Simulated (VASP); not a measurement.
# BN (F-43m) in VASP: settings compared

The runs below take BN through single point, relaxation of cell and atoms, with r2SCAN, PBE.

Everything below comes from runs of VASP 6.6.1. Logs are shortened: lines on timing, memory, paths and dates and some standing lists are left out, and cuts for length are marked.

**1. The cell of the first run**

It takes space group F-43m (No. 216, cubic). Conventional cell: a = 3.625 Å, b = 3.625 Å, c = 3.625 Å, α = 90.00°, β = 90.00°, γ = 90.00°. B (site symmetry -43m) has 4 N at 1.57 Å within 2.1 Å. Within 2.1 Å of N (site symmetry -43m) lie 4 B at 1.57 Å.

**2. Single point, r2SCAN**

POSCAR reads:

```
BN
1.0
    0.0000000000      1.8123409538      1.8123409538
    1.8123409538      0.0000000000      1.8123409538
    1.8123409538      1.8123409538      0.0000000000
B N
1 1
Direct
    0.2500000000      0.2500000000      0.2500000000
    0.5000000000      0.5000000000      0.5000000000
```

INCAR.step1 reads:

```
ALGO = Normal
EDIFF = 1E-4
ENCUT = 520
GGA = PE
ISMEAR = 0
LASPH = True
LCHARG = False
LREAL = False
LWAVE = True
NBANDS = 11
NELM = 80
PREC = Accurate
SIGMA = 0.02
```

INCAR.step2 reads:

```
ALGO = Normal
EDIFF = 1E-7
ENCUT = 520
ISIF = 2
ISMEAR = 0
ISTART = 1
LASPH = True
LCHARG = False
LMIXTAU = True
LREAL = False
LWAVE = False
METAGGA = R2SCAN
NBANDS = 11
NELM = 80
PREC = Accurate
SIGMA = 0.02
```

KPOINTS reads:

```
k-points
0
Gamma
  12 12 12
```

Potentials or basis: VASP PAW PBE potentials, release 64 (B, N).

On the command line:

```sh
$ cat potpaw_PBE.64/B/POTCAR potpaw_PBE.64/N/POTCAR > POTCAR
$ cp INCAR.step1 INCAR
$ mpirun -np 1 vasp_std > vasp.out
$ cp INCAR.step2 INCAR
$ mpirun -np 1 vasp_std > vasp.out
```

OUTCAR:

```text
EDIFF = 1E-7
   ENCUT = 520
   ISIF = 2
   ISMEAR = 0
   ISTART = 1
   LASPH = True
   LREAL = False
   METAGGA = R2SCAN
   NELM = 80
   PREC = Accurate

 ion  position               nearest neighbor table
   1  0.250  0.250  0.250-   2 1.57   2 1.57   2 1.57   2 1.57
   2  0.500  0.500  0.500-   1 1.57   1 1.57   1 1.57   1 1.57

  LATTYP: Found a face centered cubic cell.
 ALAT       =     3.6246819076

  Lattice vectors:

 A1 = (   0.0000000000,   1.8123409538,   1.8123409538)
 A2 = (   1.8123409538,   0.0000000000,   1.8123409538)
 A3 = (   1.8123409538,   1.8123409538,   0.0000000000)

Analysis of symmetry for initial positions (statically):
=====================================================================
 Subroutine PRICEL returns:
 Original cell was already a primitive cell.

 Routine SETGRP: Setting up the symmetry group for a
 face centered cubic supercell.

 Subroutine GETGRP returns: Found 24 space group operations
 (whereof 24 operations were pure point group operations)
 out of a pool of 48 trial point group operations.

The static configuration has the point symmetry T_d .

Analysis of symmetry for dynamics (positions and initial velocities):
=====================================================================
 Subroutine PRICEL returns:
 Original cell was already a primitive cell.

 Routine SETGRP: Setting up the symmetry group for a
 face centered cubic supercell.

 Subroutine GETGRP returns: Found 24 space group operations
 (whereof 24 operations were pure point group operations)
 out of a pool of 48 trial point group operations.

The dynamic configuration has the point symmetry T_d .

 Subroutine INISYM returns: Found 24 space group operations
 (whereof 24 operations are pure point group operations),
 and found     1 'primitive' translations

----------------------------------------------------------------------------------------

                                     Primitive cell

  volume of cell :      11.9056

  direct lattice vectors                    reciprocal lattice vectors
     0.000000000  1.812340954  1.812340954    -0.275886278  0.275886278  0.275886278
     1.812340954  0.000000000  1.812340954     0.275886278 -0.275886278  0.275886278
     1.812340954  1.812340954  0.000000000     0.275886278  0.275886278 -0.275886278

  length of vectors
     2.563037157  2.563037157  2.563037157     0.477849050  0.477849050  0.477849050

  position of ions in fractional coordinates (direct lattice)
     0.250000000  0.250000000  0.250000000
     0.500000000  0.500000000  0.500000000

  ion indices of the primitive-cell ions
   primitive index   ion index
                 1           1
                 2           2

----------------------------------------------------------------------------------------

 KPOINTS: k-points

Automatic generation of k-mesh.
 Grid dimensions read from file:
 generate k-points for:   12   12   12

 Generating k-lattice:

  Cartesian coordinates                     Fractional coordinates (reciprocal lattice)
    -0.022990523  0.022990523  0.022990523     0.083333333  0.000000000  0.000000000
     0.022990523 -0.022990523  0.022990523     0.000000000  0.083333333  0.000000000
     0.022990523  0.022990523 -0.022990523     0.000000000  0.000000000  0.083333333

  Length of vectors
     0.039820754  0.039820754  0.039820754

  Shift w.r.t. Gamma in fractional coordinates (k-lattice)
     0.000000000  0.000000000  0.000000000

 Subroutine IBZKPT returns following result:
 ===========================================

 Found     72 irreducible k-points:

 Following reciprocal coordinates:
            Coordinates               Weight
  0.000000  0.000000  0.000000      1.000000
  0.083333  0.000000  0.000000      8.000000
  0.166667  0.000000  0.000000      8.000000
  0.250000  0.000000  0.000000      8.000000
  0.333333  0.000000  0.000000      8.000000
  0.416667  0.000000  0.000000      8.000000
[... 16 lines left out ...]
  0.500000  0.166667  0.000000     24.000000
 -0.416667  0.166667  0.000000     24.000000
 [... further k-points ...]
   k-points           NKPTS =     72   k-points in BZ     NKDIM =     72   number of bands    NBANDS=     11
   number of dos      NEDOS =    301   number of ions     NIONS =      2
   total plane-waves  NPLWV =   8000
   dimension x,y,z NGX =    20 NGY =   20 NGZ =   20
   dimension x,y,z NGXF=    40 NGYF=   40 NGZF=   40
   ions per type =               1   1
   NGX,Y,Z   is equivalent  to a cutoff of  12.97, 12.97, 12.97 a.u.
   NGXF,Y,Z  is equivalent  to a cutoff of  25.95, 25.95, 25.95 a.u.
 SYSTEM =  unknown system
   PREC   = accura    normal or accurate (medium, high low for compatibility)
   ISTART =      1    job   : 0-new  1-cont  2-samecut
   ICHARG =      0    charge: 1-file 2-atom 10-const
   ISPIN  =      1    spin polarized calculation?
   LNONCOLLINEAR =      F non collinear calculations
   LSORBIT =      F    spin-orbit coupling
   LASPH  =      T    aspherical Exc in radial PAW
   ENCUT  =  520.0 eV  38.22 Ry    6.18 a.u.   4.77  4.77  4.77*2*pi/ulx,y,z
   NELM   =     80;   NELMIN=  2; NELMDL=  0     # of ELM steps
   EDIFF  = 0.1E-06   stopping-criterion for ELM
   LREAL  =      F    real-space projection
   EDIFFG = 0.1E-05   stopping-criterion for IOM
   NSW    =      0    number of steps for IOM
   IBRION =     -1    ionic relax: 0-MD 1-quasi-New 2-CG
   NFREE  =      0    steps in history (QN), initial steepest desc. (CG)
   ISIF   =      2    stress and relaxation
   ISYM   =      2    0-nonsym 1-usesym 2-fastsym
   POTIM  = 0.5000    time-step for ionic-motion
   TEBEG  =    0.0;   TEEND  =   0.0 temperature during run
   PSTRESS=    0.0 pullay stress
   NELECT =       8.0000    total number of electrons
   NUPDOWN=      -1.0000    fix difference up-down
   EMIN   =  10.00;   EMAX   =-10.00  energy-range for DOS
   EFERMI =   0.00;   METHOD = LEGACY
   ISMEAR =     0;   SIGMA  =   0.02  broadening in eV -4-tet -1-fermi 0-gaus
   EFERMI_NEDOS =   21; number of points for ismear=-14 and -15
   IALGO  =     38    algorithm
   IMIX   =      4    mixing-type and parameters
     AMIX     =   0.40;   BMIX     =  1.00
     AMIX_MAG =   1.60;   BMIX_MAG =  1.00
  volume/ion in A,a.u.               =       5.95        40.17
  Fermi-wavevector in a.u.,A,eV,Ry     =   1.433909  2.709695 27.974871  2.056095
  Thomas-Fermi vector in A             =   2.553376
   LORBIT       =      0    0 simple, 1 ext, 2 COOP (PROOUT), +10 PAW based schemes
   METAGGA = R2SCAN    functional components
   LHFCALC =     F    Hartree Fock is set to
   AEXX    =    0.0000 exact exchange contribution
   IVDW    =     0    specifies the selected vdW correction
   LEPSILON=     F    determine dielectric tensor
   LRPA    =     F    only Hartree local field effects (RPA)
 non-spin polarized calculation
 Gauss-broadening in eV      SIGMA  =   0.02
  energy-cutoff  :      520.00
  volume of cell :       11.91
 maximum number of plane-waves:       332
   NGX =  9   NGY =  9   NGZ =  9

 number of electron       7.9999999 magnetization

 Free energy of the ion-electron system (eV)
  ---------------------------------------------------
  ext. energy  EPLUGINS =         0.00000000
  ---------------------------------------------------
  free energy    TOTEN  =       -19.17074643 eV

  energy without entropy =      -19.17074643  energy(sigma->0) =      -19.17074643

 E-fermi :   7.3912     XC(G=0): -13.6038

 val. band max:        7.1441027441   @ k =   0.0000   0.0000   0.0000
 cond. band min:      12.1102835351   @ k =   0.5000   0.5000   0.0000
 fundamental gap:      4.9661807909
 Fermi energy:         7.3912004744

 k-point     1 :       0.0000    0.0000    0.0000
  band No.  band energies     occupation
      1     -14.0543      2.00000
      2       7.1441      2.00000
      3       7.1441      2.00000
      4       7.1441      2.00000
      5      16.6310      0.00000
      6      16.6310      0.00000
      7      16.6310      0.00000
      8      18.0685      0.00000
      9      33.1183      0.00000
     10      35.7885      0.00000
     11      35.7885      0.00000

 k-point     2 :       0.0833    0.0000    0.0000
  band No.  band energies     occupation
      1     -13.8804      2.00000
      2       6.1964      2.00000
      3       6.9595      2.00000
      4       6.9595      2.00000
      5      16.8392      0.00000
      6      16.9162      0.00000
      7      16.9162      0.00000
      8      18.6689      0.00000
      9      32.9382      0.00000
     10      33.6866      0.00000
     11      33.6866      0.00000

 k-point     3 :       0.1667    0.0000    0.0000
  band No.  band energies     occupation
      1     -13.3660      2.00000
      2       4.0149      2.00000
      3       6.5088      2.00000
      4       6.5088      2.00000
      5      17.1269      0.00000
      6      17.5798      0.00000
      7      17.5798      0.00000
      8      20.1074      0.00000
      9      32.0926      0.00000
     10      32.0926      0.00000
     11      32.3992      0.00000

 k-point     4 :       0.2500    0.0000    0.0000
  band No.  band energies     occupation
      1     -12.5377      2.00000
      2       1.4575      2.00000
      3       5.9859      2.00000
      4       5.9859      2.00000
      5      17.3916      0.00000
      6      18.2105      0.00000
      7      18.2105      0.00000
      8      21.5715      0.00000
      9      31.6991      0.00000
     10      31.6991      0.00000
     11      31.8291      0.00000

 k-point     5 :       0.3333    0.0000    0.0000
  band No.  band energies     occupation
      1     -11.4665      2.00000
      2      -1.0072      2.00000
      3       5.5382      2.00000
      4       5.5382      2.00000
      5      17.6184      0.00000
      6      18.5262      0.00000
      7      18.5262      0.00000
      8      22.6490      0.00000
      9      31.5999      0.00000
     10      32.5743      0.00000
     11      32.5743      0.00000
[... 211 lines left out ...]
 k-point    21 :       0.3333    0.1667    0.0000
  band No.  band energies     occupation
      1     -11.6329      2.00000
      2       0.8203      2.00000
      3       4.2933      2.00000
      4       4.5641      2.00000
      5      15.8674      0.00000
      6      20.1507      0.00000
      7      20.7560      0.00000
      8      20.7963      0.00000
      9      27.6811      0.00000
     10      34.9272      0.00000
     11      36.3957      0.00000

 k-point    22 :       0.4167    0.1667    0.0000
  band No.  band energies     occupation
      1     -10.5570      2.00000
      2      -1.3236      2.00000
      3       3.8929      2.00000
      4       4.1019      2.00000
      5      16.2758      0.00000
      6      20.2906      0.00000
      7      20.8735      0.00000
      8      21.7601      0.00000
      9      28.7029      0.00000
     10      34.6921      0.00000
     11      36.7975      0.00000

 k-point    23 :       0.5000    0.1667    0.0000
  band No.  band energies     occupation
      1      -9.6011      2.00000
      2      -2.8910      2.00000
      3       3.2872      2.00000
      4       4.1759      2.00000
      5      16.6360      0.00000
      6      20.2067      0.00000
      7      20.6064      0.00000
      8      23.1769      0.00000
      9      29.1061      0.00000
     10      34.9131      0.00000
     11      36.0227      0.00000

 k-point    24 :      -0.4167    0.1667    0.0000
  band No.  band energies     occupation
      1      -9.4231      2.00000
      2      -3.1546      2.00000
      3       2.8731      2.00000
      4       4.5006      2.00000
      5      17.1038      0.00000
      6      20.0549      0.00000
      7      20.1895      0.00000
      8      23.8537      0.00000
      9      29.3962      0.00000
     10      33.6127      0.00000
     11      35.2151      0.00000

 [... further k-points ...]
[... 5 lines left out ...]
  --------------------------------------------------------------------------------------
  -------------------------------------------------------------------------------------
  Total       -0.2734218     -0.2734218     -0.2734218      0.0000000      0.0000000     -0.0000000
  in kB      -36.7954440    -36.7954440    -36.7954440      0.0000000      0.0000000     -0.0000000
  external PRESSURE =     -36.7954440 kB  Pullay stress =       0.0000000 kB

 VOLUME and BASIS-vectors are now :
 -----------------------------------------------------------------------------
  energy-cutoff  :      520.00
  volume of cell :       11.91
      direct lattice vectors                 reciprocal lattice vectors
     0.000000000  1.812340954  1.812340954    -0.275886278  0.275886278  0.275886278
     1.812340954  0.000000000  1.812340954     0.275886278 -0.275886278  0.275886278
     1.812340954  1.812340954  0.000000000     0.275886278  0.275886278 -0.275886278

 POSITION                                       TOTAL-FORCE (eV/Angst)
 -----------------------------------------------------------------------------------
      0.90617      0.90617      0.90617        -0.000000      0.000000     -0.000000
      1.81234      1.81234      1.81234         0.000000     -0.000000      0.000000
 -----------------------------------------------------------------------------------
    total drift:                                0.000000      0.000000      0.000000

  FREE ENERGIE OF THE ION-ELECTRON SYSTEM (eV)
  ---------------------------------------------------
  free  energy   TOTEN  =       -19.1707464267 eV

  energy  without entropy=      -19.1707464267  energy(sigma->0) =      -19.17074643
```

It took 16 s on 1 thread of Intel Xeon 6975P-C (Granite Rapids), shared host; peak memory 0.12 GiB.

Results:

```
Free energy            : -19.1707 eV
Pressure               : -3.7 GPa
Band gap on the k mesh : 4.97 eV, indirect (least direct gap 9.49 eV)
```

Levels at points of the mesh, in eV from the valence-band top:
```csv
k point,band 1,band 2,band 3,band 4,band 5,band 6,band 7,band 8
"(0.00, 0.00, 0.00)",-21.20,0.00,0.00,0.00,9.49,9.49,9.49,10.92
"(0.50, 0.00, 0.00)",-16.94,-11.01,-2.00,-2.00,10.68,11.42,11.42,16.31
"(0.50, 0.50, 0.00)",-15.53,-9.27,-5.06,-5.06,4.97,9.77,19.13,19.13
```

Caveat: the PAW data sets were made with another functional, which shifts forces and pressure a little. A k mesh can miss the band edges.

**3. Relaxation of cell and atoms, PBE**

INCAR reads:

```
PREC = Accurate
ENCUT = 600
EDIFF = 1E-6
ISMEAR = 0
SIGMA = 0.02
LREAL = F
LASPH = T
NELM = 100
ALGO = Normal
ISIF = 3
LWAVE = F
LCHARG = F
GGA = PE
IBRION = 2
NSW = 100
EDIFFG = -0.01
```

KPOINTS reads:

```
Automatic mesh
0
Gamma
  12 12 12
```

POSCAR is that of step 2.

Potentials or basis: VASP PAW PBE potentials, release 64 (B, N).

On the command line:

```sh
$ cat potpaw_PBE.64/B/POTCAR potpaw_PBE.64/N/POTCAR > POTCAR
$ mpirun -np 1 vasp_std > vasp.out
```

Run time: 3.2 s. Hardware: 1 thread of Intel Xeon 6975P-C (Granite Rapids), shared host; peak memory 0.12 GiB.

Results (log left out):

| Item | Value |
| --- | --- |
| Free energy | -17.4546 eV |
| Pressure after relaxing | 0.0 GPa |
| Band gap on the k mesh | 4.45 eV, indirect (least direct gap 8.78 eV) |

Final structure:
```
CELL_PARAMETERS angstrom
0.00000 1.81234 1.81234
1.81234 0.00000 1.81234
1.81234 1.81234 0.00000
ATOMIC_POSITIONS crystal
B 0.25000 0.25000 0.25000
N 0.50000 0.50000 0.50000
```

Levels at points of the mesh, in eV from the valence-band top:
```tsv
k point	band 1	band 2	band 3	band 4	band 5	band 6	band 7	band 8
(0.00, 0.00, 0.00)	-20.14	0.00	0.00	0.00	8.78	8.78	8.78	10.22
(0.50, 0.00, 0.00)	-15.96	-10.62	-1.93	-1.93	10.04	10.66	10.66	15.17
(0.50, 0.50, 0.00)	-14.61	-8.86	-4.86	-4.86	4.45	9.19	17.80	17.80
```

Caveat: the relaxation stopped at its first step, so nothing moved.

**4. Single point, r2SCAN**

POSCAR is that of step 3.

INCAR.step1 reads:

```
ALGO = Normal
EDIFF = 1E-5
ENCUT = 910
GGA = PE
GGA_COMPAT = False
ISMEAR = 0
LASPH = True
LCHARG = False
LREAL = False
LWAVE = True
NBANDS = 11
NELM = 120
PREC = Accurate
SIGMA = 0.02
```

INCAR.step2 reads:

```
ALGO = Normal
EDIFF = 1E-6
ENCUT = 910
GGA_COMPAT = False
ISIF = 2
ISMEAR = 0
ISTART = 1
LASPH = True
LCHARG = False
LMIXTAU = True
LREAL = False
LWAVE = False
METAGGA = R2SCAN
NBANDS = 11
NELM = 120
PREC = Accurate
SIGMA = 0.02
```

KPOINTS reads:

```
k-points
0
Gamma
  12 12 12
```

Potentials or basis: VASP PAW PBE potentials, release 64 (B_h, N_h).

On the command line:

```sh
$ cat potpaw_PBE.64/B_h/POTCAR potpaw_PBE.64/N_h/POTCAR > POTCAR
$ cp INCAR.step1 INCAR
$ mpirun -np 1 vasp_std > vasp.out
$ cp INCAR.step2 INCAR
$ mpirun -np 1 vasp_std > vasp.out
```

It took 72 s on 1 thread of Intel Xeon Platinum 8259CL at 2.50GHz (Skylake/Cascade Lake), shared host; peak memory 0.16 GiB.

Results (log left out):

```
Free energy            : -19.1975 eV
Pressure               : -5.3 GPa
Band gap on the k mesh : 4.98 eV, indirect (least direct gap 9.51 eV)
```

Levels at points of the mesh, in eV from the valence-band top:
```
           k point  band 2  band 3  band 4  band 5  band 6  band 7
(0.00, 0.00, 0.00)    0.00    0.00    0.00    9.51    9.51    9.51
(0.50, 0.00, 0.00)  -11.00   -2.00   -2.00   10.68   11.44   11.44
(0.50, 0.50, 0.00)   -9.26   -5.05   -5.05    4.98    9.77   19.15
```

Caveat: the cutoff is under 1.25 times the usual one of these potentials, so pressure, stress and relaxed cells hold a basis-set (Pulay) error; the PAW data sets were made with another functional, which shifts forces and pressure a little. A k mesh can miss the band edges.

**5. Summary**

```csv
task,level,potentials or basis,cell,cutoff (eV),second run,gap on the mesh (eV),pressure (GPa)
single point,r2SCAN,"VASP PAW PBE potentials, release 64 (B, N)",as given,520,-,4.97,-3.7
relaxation of cell and atoms,PBE,"VASP PAW PBE potentials, release 64 (B, N)",relaxed,600,-,4.45,0.0
single point,r2SCAN,"VASP PAW PBE potentials, release 64 (B_h, N_h)",as given,910,hard_potentials,4.98,-5.3
```

Alike in all rows: no spin polarisation; k mesh 12 × 12 × 12; smearing gaussian 0.02 eV.

Caveats: the PAW data sets were made with another functional, which shifts forces and pressure a little (some runs); the relaxation stopped at its first step, so nothing moved (some runs); the cutoff is under 1.25 times the usual one of these potentials, so pressure, stress and relaxed cells hold a basis-set (Pulay) error (some runs).

Total energies depend on the potentials used, so only differences within one code and one set of settings carry meaning.
